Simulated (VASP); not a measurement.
# Tl (P6_3/mmc) in VASP: further runs, part 3 of 3

VASP 6.6.1. Earlier steps stand in the parts before.

**6. Single point, LDA**

This run uses another cell than the first one, of 28.57 Å³/atom.

POSCAR reads:

```
Tl
1.0
    3.4559983565      0.0000000000      0.0000000000
   -1.7279991783      2.9929823722      0.0000000000
    0.0000000000      0.0000000000      5.5250000000
Tl
2
Direct
    0.3333333333      0.6666666667      0.2500000000
    0.6666666667      0.3333333333      0.7500000000
```

INCAR.step1 reads:

```
  PREC = Accurate
  ENCUT = 520
  EDIFF = 1E-6
  ISMEAR = -1
  SIGMA = 0.05
  LREAL = F
  LASPH = T
  NELM = 100
  ALGO = Normal
  ISIF = 2
  LWAVE = F
  LCHARG = T
  NBANDS = 20
```

KPOINTS.step1 reads:

```
Automatic mesh
0
Gamma
  11 11 6
```

INCAR.step2 reads:

```
  PREC = Accurate
  ENCUT = 520
  EDIFF = 1E-6
  ISMEAR = -5
  SIGMA = 0.05
  LREAL = F
  LASPH = T
  NELM = 100
  ALGO = Normal
  ISIF = 2
  LWAVE = F
  LCHARG = F
  LORBIT = 10
  NBANDS = 20
  NEDOS = 2001
  ICHARG = 11
```

KPOINTS.step2 reads:

```
Automatic mesh
0
Gamma
  17 17 9
```

Potentials or basis: VASP PAW LDA potentials, release 64 (Tl_d).

Started as:

```console
$ cat potpaw_LDA.64/Tl_d/POTCAR > POTCAR
$ cp INCAR.step1 INCAR
$ cp KPOINTS.step1 KPOINTS
$ mpirun -np 1 vasp_std > vasp.out
$ cp INCAR.step2 INCAR
$ cp KPOINTS.step2 KPOINTS
$ mpirun -np 1 vasp_std > vasp.out
```

OUTCAR:

```text
PREC = Accurate
   ENCUT = 520
   EDIFF = 1E-6
   ISMEAR = -5
   LREAL = F
   LASPH = T
   NELM = 100
   ISIF = 2
   LORBIT = 10
   ICHARG = 11

 ion  position               nearest neighbor table
   1  0.333  0.667  0.250-   2 3.41   2 3.41   2 3.41   2 3.41   2 3.41   2 3.41
   2  0.667  0.333  0.750-   1 3.41   1 3.41   1 3.41   1 3.41   1 3.41   1 3.41

  LATTYP: Found a hexagonal cell.
 ALAT       =     3.4559983565
 C/A-ratio  =     1.5986697417

  Lattice vectors:

 A1 = (   3.4559983565,   0.0000000000,   0.0000000000)
 A2 = (  -1.7279991783,   2.9929823722,   0.0000000000)
 A3 = (   0.0000000000,   0.0000000000,   5.5250000000)

Analysis of symmetry for initial positions (statically):
=====================================================================
 Subroutine PRICEL returns:
 Original cell was already a primitive cell.

 Routine SETGRP: Setting up the symmetry group for a
[... 166 lines left out ...]
  ext. energy  EPLUGINS =         0.00000000
  ---------------------------------------------------
  free energy    TOTEN  =        -5.85444365 eV

  energy without entropy =       -5.85444365  energy(sigma->0) =       -5.85444365

 E-fermi :   6.3233     XC(G=0): -10.5082

 val. band max:        6.5352431636   @ k =   0.2353   0.2353   0.0000
 cond. band min:       6.0706726885   @ k =   0.3529   0.2941   0.3333
 fundamental gap:     -0.4645704751
 Fermi energy:         6.3233074898

 k-point     1 :       0.0000    0.0000    0.0000
  band No.  band energies     occupation
      1      -5.4670      2.00000
      2      -5.2319      2.00000
      3      -5.2131      2.00000
      4      -5.2131      2.00000
      5      -5.1589      2.00000
      6      -5.1589      2.00000
[... 541 lines left out ...]
     19      15.4059      0.00000
     20      17.8881      0.00000

 [... further k-points ...]
[... 5 lines left out ...]
  --------------------------------------------------------------------------------------
  -------------------------------------------------------------------------------------
  Total       -0.5361736     -0.5361736     -0.6841491      0.0000000     -0.0000000     -0.0000000
  in kB      -15.0316285    -15.0316285    -19.1801211      0.0000000     -0.0000000     -0.0000000
  external PRESSURE =     -16.4144594 kB  Pullay stress =       0.0000000 kB

 VOLUME and BASIS-vectors are now :
 -----------------------------------------------------------------------------
  energy-cutoff  :      520.00
  volume of cell :       57.15
      direct lattice vectors                 reciprocal lattice vectors
     3.455998356  0.000000000  0.000000000     0.289351989  0.167057449  0.000000000
    -1.727999178  2.992982372  0.000000000     0.000000000  0.334114898  0.000000000
     0.000000000  0.000000000  5.525000000     0.000000000  0.000000000  0.180995475

 POSITION                                       TOTAL-FORCE (eV/Angst)
 -----------------------------------------------------------------------------------
     -0.00000      1.99532      1.38125         0.000000     -0.000000      0.000000
      1.72800      0.99766      4.14375        -0.000000      0.000000      0.000000
 -----------------------------------------------------------------------------------
    total drift:                                0.000000     -0.000000      0.000000

  FREE ENERGIE OF THE ION-ELECTRON SYSTEM (eV)
  ---------------------------------------------------
  free  energy   TOTEN  =        -5.8544436473 eV

  energy  without entropy=       -5.8544436473  energy(sigma->0) =       -5.85444365

 total charge

# of ion       s       p       d       tot
------------------------------------------
    1        1.186   0.395   9.633  11.214
    2        1.186   0.395   9.633  11.214
--------------------------------------------------
tot          2.371   0.790  19.266  22.428
```

Run time: 1.9 min. Hardware: 1 thread of Intel Xeon Platinum 8259CL at 2.50GHz (Skylake/Cascade Lake), shared host; peak memory 0.27 GiB.

What came out:

```yaml
Valence_electrons_inside_the_program's_atomic_spheres: Tl 11.21
```

Levels at points of the mesh, in eV from the Fermi level:
| k point | band 9 | band 10 | band 11 | band 12 | band 13 | band 14 | band 15 | band 16 | band 17 | band 18 |
| --- | --- | --- | --- | --- | --- | --- | --- | --- | --- | --- |
| (0.00, 0.00, 0.00) | -11.07 | -11.07 | -10.10 | -5.16 | -2.89 | 7.89 | 7.89 | 9.98 | 9.98 | 10.31 |

Caveat: spin-orbit coupling is left out, which moves the levels of the heavy elements.

**7. The runs side by side**

```tsv
task	cell	k mesh for the DOS	occupations for the DOS	gap on the mesh (eV)	pressure (GPa)
electric field gradients	a = 3.467, b = 3.467, c = 5.543 Å, angles 90.0, 90.0, 120.0°, 2 atoms	-	-	none	-2.1
electric field gradients	a = 3.479, b = 3.479, c = 5.562 Å, angles 90.0, 90.0, 120.0°, 2 atoms	-	-	none	-2.4
electric field gradients	a = 3.501, b = 3.501, c = 5.598 Å, angles 90.0, 90.0, 120.0°, 2 atoms	-	-	none	-2.9
electric field gradients	a = 3.524, b = 3.524, c = 5.633 Å, angles 90.0, 90.0, 120.0°, 2 atoms	-	-	none	-3.4
single point	a = 3.456, b = 3.456, c = 5.525 Å, angles 90.0, 90.0, 120.0°, 2 atoms	17 × 17 × 9	tetrahedron	-	-
```

Alike in all rows: level LDA; potentials or basis VASP PAW LDA potentials, release 64 (Tl_d); no spin polarisation; k mesh 11 × 11 × 6; cutoff (eV) 520; smearing fermi-dirac 0.05 eV.

Caveats: spin-orbit coupling is left out, which moves the levels of the heavy elements; the cell stands under tension (at least some runs).

Absolute energies hang on the potentials; compare differences alone.

The gap in the log of VASP goes by the Fermi energy; the results here count the filled bands.